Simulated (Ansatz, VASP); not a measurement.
**One calculation of C, two programs**

```
C
1.0
     0.00000    2.18959    3.48623
     1.26483    0.00000    3.48623
     1.26483    2.18959    0.00000
C
2
Direct
  0.14912 0.85088 0.14912
  0.85088 0.14912 0.85088
```

Alike in both runs: task single point; functional PBE; dispersion D3(BJ); k mesh 16 × 16 × 16; occupations gaussian, width 0.03 eV; no spin polarisation.

|  | VASP | Ansatz |
| --- | --- | --- |
| version | VASP 6.6.1 | Ansatz 0.2.0 |
| potentials or method | VASP PAW PBE potentials, release 64 (C), cutoff 520 eV | scalar-relativistic, plane waves, PAW |
| valence electrons in the cell | 8 | 8 |

```csv
,VASP,Ansatz,Ansatz less VASP
gap on the k mesh at the Fermi level (eV),none,none,-
pressure (GPa),-8.6,-8.9,-0.26
"traceless stress, the component that is largest in VASP (GPa)",-14.90,-14.81,+0.088
rms of the force components (eV/Å),4.573,4.553,-0.0201
```

Atom by atom the forces differ by 0.020 eV/Å (rms over components). A gap of «none» marks a metal or a gap that the smearing closes.
